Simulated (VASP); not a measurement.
Here is a VASP 6.6.1 calculation.

File INCAR:

```
PREC = Accurate
ENCUT = 520
EDIFF = 1E-6
ISMEAR = -1
SIGMA = 0.05
LREAL = False
LASPH = True
NELM = 80
ALGO = Normal
ISIF = 2
LWAVE = False
LCHARG = False
GGA = PE
NBANDS = 18
```

The input KPOINTS:

```
regular mesh
0
Gamma
  14 14 14
```

The input POSCAR:

```
Cu
1.0
    0.0000000000      2.3386595397      2.3386595397
    2.3386595397      0.0000000000      2.3386595397
    2.3386595397      2.3386595397      0.0000000000
Cu
2
Direct
    0.0000000000      0.0000000000      0.0000000000
    0.2500000000      0.2500000000      0.2500000000
```

Potentials or basis: VASP PAW PBE potentials, release 64 (Cu).

The run is started by

```console
$ cat potpaw_PBE.64/Cu/POTCAR > POTCAR
$ mpirun -np 1 vasp_std > vasp.out
```

(1) Predict the band gap on the k mesh.

(2) What does it give for the pressure?

Results:

(1) zero (band 11 reaches 7.79 eV, above the bottom of band 12 at 6.62 eV).

(2) 60.2 GPa.
